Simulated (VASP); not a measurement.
Write the native input for VASP 6.6.1 that does the following.

- Task: single point
- Functional: LDA
- Potentials or basis: VASP PAW LDA potentials, release 64 (Ga_d, P)
- Cutoff: 520 eV
- k mesh: 6 × 6 × 6
- Occupations: fermi-dirac, width 0.05 eV
- Spin: no spin polarisation
- Dipole correction: no
- Further INCAR settings: ALGO = Normal; EDIFF = 1e-07; NBANDS = 16

The structure of GaP lies in POSCAR:

```
GaP
1.0
    0.0000000000      2.7008069793      2.7008069793
    2.7008069793      0.0000000000      2.7008069793
    2.7008069793      2.7008069793      0.0000000000
Ga P
1 1
Direct
    0.0000000000      0.0000000000      0.0000000000
    0.2500000000      0.2500000000      0.2500000000
```

The input as run:

INCAR

```
SYSTEM = GaP
ALGO = Normal ; EDIFF = 1E-7
ENCUT = 520 ; ISIF = 2
ISMEAR = -1 ; LASPH = .TRUE.
LCHARG = .FALSE. ; LREAL = .FALSE.
LWAVE = .FALSE. ; NBANDS = 16
NELM = 60 ; PREC = Accurate
SIGMA = 0.05
```

KPOINTS

```
k-points
0
G
  6 6 6
  0 0 0
```

Potentials or basis: VASP PAW LDA potentials, release 64 (Ga_d, P).

Launch:

```console
$ cat potpaw_LDA.64/Ga_d/POTCAR potpaw_LDA.64/P/POTCAR > POTCAR
$ mpirun -np 1 vasp_std > vasp.out
```

Results of the run:

```yaml
Pressure: -0.4 GPa
Band_gap_on_the_k_mesh: 1.44 eV, indirect (least direct gap 1.86 eV)
```

It took 8.8 s on 1 thread of Intel(R) Xeon(R) Platinum 8488C (Sapphire Rapids), on a shared host, peak memory 0.14 GiB.
